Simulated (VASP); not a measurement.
# In3Se (Pm-3m) in VASP: a series of runs

Runs on In3Se. Level: PBEsol. Tasks: single point.

All numbers are computed with VASP 6.6.1; they aren't measurements. Logs are shortened: lines on timing, memory, paths and dates and some standing lists are left out, and cuts for length are marked.

## (1) The cell of the first run

It takes space group Pm-3m (No. 221, cubic). Conventional cell: a = 4.804 Å, b = 4.804 Å, c = 4.804 Å, α = 90.00°, β = 90.00°, γ = 90.00°. Within 4.5 Å of In (site symmetry 4/mmm) lie 8 In at 3.40 Å and 4 Se at 3.40 Å. Within 4.5 Å of Se (site symmetry m-3m) lie 12 In at 3.40 Å.

## (2) Single point, PBEsol

INCAR

```
PREC = Accurate ; ENCUT = 520
EDIFF = 1E-6 ; ISMEAR = 0
SIGMA = 0.1 ; LREAL = False
LASPH = True ; NELM = 80
ALGO = Normal ; ISIF = 2
LWAVE = False ; LCHARG = True
GGA = PS ; LELF = True
LVHAR = True ; NBANDS = 30
```

KPOINTS

```
regular mesh
0
Gamma
  6 6 6
```

POSCAR

```
In3Se
1.0
    4.8037580000      0.0000000000      0.0000000000
    0.0000000000      4.8037580000      0.0000000000
    0.0000000000      0.0000000000      4.8037580000
In Se
3 1
Direct
    0.0000000000      0.5000000000      0.5000000000
    0.5000000000      0.0000000000      0.5000000000
    0.5000000000      0.5000000000      0.0000000000
    0.0000000000      0.0000000000      0.0000000000
```

Potentials or basis: VASP PAW PBE potentials, release 64 (In_d, Se).

On the command line:

```
$ cat potpaw_PBE.64/In_d/POTCAR potpaw_PBE.64/Se/POTCAR > POTCAR
$ mpirun -np 1 vasp_std > vasp.out
```

OUTCAR:

```text
PREC = Accurate
   ENCUT = 520
   EDIFF = 1E-6
   ISMEAR = 0
   LREAL = False
   LASPH = True
   NELM = 80
   ISIF = 2
   GGA = PS

 ion  position               nearest neighbor table
   1  0.000  0.500  0.500-   2 3.40   3 3.40   4 3.40   3 3.40   4 3.40   2 3.40   4 3.40   4 3.40
                             2 3.40   3 3.40   3 3.40   2 3.40
   2  0.500  0.000  0.500-   1 3.40   3 3.40   4 3.40   3 3.40   4 3.40   1 3.40   3 3.40   3 3.40
                             1 3.40   4 3.40   4 3.40   1 3.40
   3  0.500  0.500  0.000-   1 3.40   2 3.40   4 3.40   1 3.40   2 3.40   2 3.40   4 3.40   2 3.40
                             1 3.40   4 3.40   1 3.40   4 3.40
   4  0.000  0.000  0.000-   1 3.40   2 3.40   3 3.40   1 3.40   2 3.40   1 3.40   3 3.40   1 3.40
                             2 3.40   3 3.40   2 3.40   3 3.40

  LATTYP: Found a simple cubic cell.
 ALAT       =     4.8037580000

  Lattice vectors:

 A1 = (   4.8037580000,   0.0000000000,   0.0000000000)
 A2 = (   0.0000000000,   4.8037580000,   0.0000000000)
 A3 = (   0.0000000000,   0.0000000000,   4.8037580000)

Analysis of symmetry for initial positions (statically):
=====================================================================
 Subroutine PRICEL returns:
 Original cell was already a primitive cell.

 Routine SETGRP: Setting up the symmetry group for a
 simple cubic supercell.

 Subroutine GETGRP returns: Found 48 space group operations
 (whereof 48 operations were pure point group operations)
 out of a pool of 48 trial point group operations.

The static configuration has the point symmetry O_h .

Analysis of symmetry for dynamics (positions and initial velocities):
=====================================================================
 Subroutine PRICEL returns:
 Original cell was already a primitive cell.

 Routine SETGRP: Setting up the symmetry group for a
 simple cubic supercell.

 Subroutine GETGRP returns: Found 48 space group operations
 (whereof 48 operations were pure point group operations)
 out of a pool of 48 trial point group operations.

The dynamic configuration has the point symmetry O_h .

 Subroutine INISYM returns: Found 48 space group operations
 (whereof 48 operations are pure point group operations),
 and found     1 'primitive' translations

----------------------------------------------------------------------------------------

                                     Primitive cell

  volume of cell :     110.8520

  direct lattice vectors                    reciprocal lattice vectors
     4.803758000  0.000000000  0.000000000     0.208170353  0.000000000  0.000000000
     0.000000000  4.803758000  0.000000000     0.000000000  0.208170353  0.000000000
     0.000000000  0.000000000  4.803758000     0.000000000  0.000000000  0.208170353

  length of vectors
     4.803758000  4.803758000  4.803758000     0.208170353  0.208170353  0.208170353

  position of ions in fractional coordinates (direct lattice)
     0.000000000  0.500000000  0.500000000
     0.500000000  0.000000000  0.500000000
     0.500000000  0.500000000  0.000000000
     0.000000000  0.000000000  0.000000000

  ion indices of the primitive-cell ions
   primitive index   ion index
                 1           1
                 2           2
                 3           3
                 4           4

----------------------------------------------------------------------------------------

 KPOINTS: regular mesh

Automatic generation of k-mesh.
 Grid dimensions read from file:
 generate k-points for:    6    6    6

 Generating k-lattice:

  Cartesian coordinates                     Fractional coordinates (reciprocal lattice)
     0.034695059  0.000000000  0.000000000     0.166666667  0.000000000  0.000000000
     0.000000000  0.034695059  0.000000000     0.000000000  0.166666667  0.000000000
     0.000000000  0.000000000  0.034695059     0.000000000  0.000000000  0.166666667

  Length of vectors
     0.034695059  0.034695059  0.034695059

  Shift w.r.t. Gamma in fractional coordinates (k-lattice)
     0.000000000  0.000000000  0.000000000

 Subroutine IBZKPT returns following result:
 ===========================================

 Found     20 irreducible k-points:

 Following reciprocal coordinates:
            Coordinates               Weight
  0.000000  0.000000  0.000000      1.000000
  0.166667  0.000000  0.000000      6.000000
  0.333333  0.000000  0.000000      6.000000
  0.500000  0.000000  0.000000      3.000000
  0.166667  0.166667  0.000000     12.000000
  0.333333  0.166667  0.000000     24.000000
[... 12 lines left out ...]
  0.500000  0.500000  0.333333      6.000000
  0.500000  0.500000  0.500000      1.000000
   k-points           NKPTS =     20   k-points in BZ     NKDIM =     20   number of bands    NBANDS=     30
   number of dos      NEDOS =    301   number of ions     NIONS =      4
   total plane-waves  NPLWV =  46656
   dimension x,y,z NGX =    36 NGY =   36 NGZ =   36
   dimension x,y,z NGXF=    72 NGYF=   72 NGZF=   72
   ions per type =               3   1
   NGX,Y,Z   is equivalent  to a cutoff of  12.46, 12.46, 12.46 a.u.
   NGXF,Y,Z  is equivalent  to a cutoff of  24.92, 24.92, 24.92 a.u.
 SYSTEM =  unknown system
   PREC   = accura    normal or accurate (medium, high low for compatibility)
   ISTART =      0    job   : 0-new  1-cont  2-samecut
   ICHARG =      2    charge: 1-file 2-atom 10-const
   ISPIN  =      1    spin polarized calculation?
   LNONCOLLINEAR =      F non collinear calculations
   LSORBIT =      F    spin-orbit coupling
   LASPH  =      T    aspherical Exc in radial PAW
   ENCUT  =  520.0 eV  38.22 Ry    6.18 a.u.   8.93  8.93  8.93*2*pi/ulx,y,z
   NELM   =     80;   NELMIN=  2; NELMDL= -5     # of ELM steps
   EDIFF  = 0.1E-05   stopping-criterion for ELM
   LREAL  =      F    real-space projection
   EDIFFG = 0.1E-04   stopping-criterion for IOM
   NSW    =      0    number of steps for IOM
   IBRION =     -1    ionic relax: 0-MD 1-quasi-New 2-CG
   NFREE  =      0    steps in history (QN), initial steepest desc. (CG)
   ISIF   =      2    stress and relaxation
   ISYM   =      2    0-nonsym 1-usesym 2-fastsym
   POTIM  = 0.5000    time-step for ionic-motion
   TEBEG  =    0.0;   TEEND  =   0.0 temperature during run
   PSTRESS=    0.0 pullay stress
   NELECT =      45.0000    total number of electrons
   NUPDOWN=      -1.0000    fix difference up-down
   EMIN   =  10.00;   EMAX   =-10.00  energy-range for DOS
   EFERMI =   0.00;   METHOD = LEGACY
   ISMEAR =     0;   SIGMA  =   0.10  broadening in eV -4-tet -1-fermi 0-gaus
   EFERMI_NEDOS =   21; number of points for ismear=-14 and -15
   IALGO  =     38    algorithm
   IMIX   =      4    mixing-type and parameters
     AMIX     =   0.40;   BMIX     =  1.00
     AMIX_MAG =   1.60;   BMIX_MAG =  1.00
  volume/ion in A,a.u.               =      27.71       187.02
  Fermi-wavevector in a.u.,A,eV,Ry     =   1.212173  2.290675 19.991897  1.469363
  Thomas-Fermi vector in A             =   2.347665
   LORBIT       =      0    0 simple, 1 ext, 2 COOP (PROOUT), +10 PAW based schemes
   GGA     = PS    functional components
   LHFCALC =     F    Hartree Fock is set to
   AEXX    =    0.0000 exact exchange contribution
   IVDW    =     0    specifies the selected vdW correction
   LEPSILON=     F    determine dielectric tensor
   LRPA    =     F    only Hartree local field effects (RPA)
 non-spin polarized calculation
 Gauss-broadening in eV      SIGMA  =   0.10
  energy-cutoff  :      520.00
  volume of cell :      110.85
 maximum number of plane-waves:      3016
 NGX is ok and might be reduce to    36
   NGX = 17   NGY = 17   NGZ = 17

 number of electron      45.0000024 magnetization

 Free energy of the ion-electron system (eV)
  ---------------------------------------------------
  ext. energy  EPLUGINS =         0.00000000
  ---------------------------------------------------
  free energy    TOTEN  =       -13.15647480 eV

  energy without entropy =      -13.14753250  energy(sigma->0) =      -13.15200365

 E-fermi :   5.8712     XC(G=0):  -9.8996

 val. band max:        5.6859197581   @ k =   0.5000   0.0000   0.0000
 cond. band min:       5.9082107722   @ k =   0.5000   0.1667   0.0000
 fundamental gap:      0.2222910141
 Fermi energy:         5.8711953023

 k-point     1 :       0.0000    0.0000    0.0000
  band No.  band energies     occupation
      1      -8.8957      2.00000
      2      -8.8900      2.00000
      3      -8.8900      2.00000
      4      -8.8900      2.00000
      5      -8.7703      2.00000
      6      -8.7703      2.00000
[... 22 lines left out ...]
     29      11.0438      0.00000
     30      12.6112      0.00000

 k-point     2 :       0.1667    0.0000    0.0000
  band No.  band energies     occupation
      1      -8.8857      2.00000
      2      -8.8725      2.00000
      3      -8.8653      2.00000
      4      -8.8653      2.00000
      5      -8.7673      2.00000
      6      -8.7543      2.00000
[... 22 lines left out ...]
     29      11.7195      0.00000
     30      12.7493      0.00000

 k-point     3 :       0.3333    0.0000    0.0000
  band No.  band energies     occupation
      1      -8.8767      2.00000
      2      -8.8147      2.00000
      3      -8.7973      2.00000
      4      -8.7973      2.00000
      5      -8.7596      2.00000
      6      -8.7141      2.00000
[... 22 lines left out ...]
     29      11.6081      0.00000
     30      12.2035      0.00000

 k-point     4 :       0.5000    0.0000    0.0000
  band No.  band energies     occupation
      1      -8.8719      2.00000
      2      -8.7780      2.00000
      3      -8.7437      2.00000
      4      -8.7221      2.00000
      5      -8.7221      2.00000
      6      -8.6835      2.00000
[... 484 lines left out ...]
     29      12.6249      0.00000
     30      12.6387      0.00000

 k-point    19 :       0.5000    0.5000    0.3333
  band No.  band energies     occupation
      1      -8.8686      2.00000
      2      -8.7907      2.00000
      3      -8.7907      2.00000
      4      -8.7888      2.00000
      5      -8.7664      2.00000
      6      -8.7664      2.00000
[... 22 lines left out ...]
     29      12.7955      0.00000
     30      13.7173      0.00000

 k-point    20 :       0.5000    0.5000    0.5000
  band No.  band energies     occupation
      1      -8.8953      2.00000
      2      -8.7998      2.00000
      3      -8.7998      2.00000
      4      -8.7998      2.00000
      5      -8.7737      2.00000
      6      -8.7737      2.00000
[... 22 lines left out ...]
     29      13.7474      0.00000
     30      14.0881      0.00000

------------------------ aborting loop because EDIFF is reached ----------------------------------------

  FORCE on cell =-STRESS in cart. coord.  units (eV):
  Direction    XX          YY          ZZ          XY          YZ          ZX
  --------------------------------------------------------------------------------------
  -------------------------------------------------------------------------------------
  Total       -2.0644319     -2.0644319     -2.0644319      0.0000000      0.0000000     -0.0000000
  in kB      -29.8378669    -29.8378669    -29.8378669      0.0000000      0.0000000     -0.0000000
  external PRESSURE =     -29.8378669 kB  Pullay stress =       0.0000000 kB

 VOLUME and BASIS-vectors are now :
 -----------------------------------------------------------------------------
  energy-cutoff  :      520.00
  volume of cell :      110.85
      direct lattice vectors                 reciprocal lattice vectors
     4.803758000  0.000000000  0.000000000     0.208170353  0.000000000  0.000000000
     0.000000000  4.803758000  0.000000000     0.000000000  0.208170353  0.000000000
     0.000000000  0.000000000  4.803758000     0.000000000  0.000000000  0.208170353

 POSITION                                       TOTAL-FORCE (eV/Angst)
 -----------------------------------------------------------------------------------
      0.00000      2.40188      2.40188         0.000000      0.000000      0.000000
      2.40188      0.00000      2.40188         0.000000      0.000000      0.000000
      2.40188      2.40188      0.00000         0.000000      0.000000      0.000000
      0.00000      0.00000      0.00000         0.000000      0.000000      0.000000
 -----------------------------------------------------------------------------------
    total drift:                                0.000000      0.000000      0.000000

  FREE ENERGIE OF THE ION-ELECTRON SYSTEM (eV)
  ---------------------------------------------------
  free  energy   TOTEN  =       -13.1564748001 eV

  energy  without entropy=      -13.1475324977  energy(sigma->0) =      -13.15200365
```

Run time: 20 s. Hardware: 1 thread of Intel Xeon 6975P-C (Granite Rapids), shared host; peak memory 0.22 GiB.

What came out:

- Free energy: -13.1565 eV
- Pressure: -3.0 GPa

Caveat: the PAW data sets were made with another functional, which shifts forces and pressure a little; spin-orbit coupling is left out, which moves the levels of the heavy elements.

(Continued in part 2 of 2.)
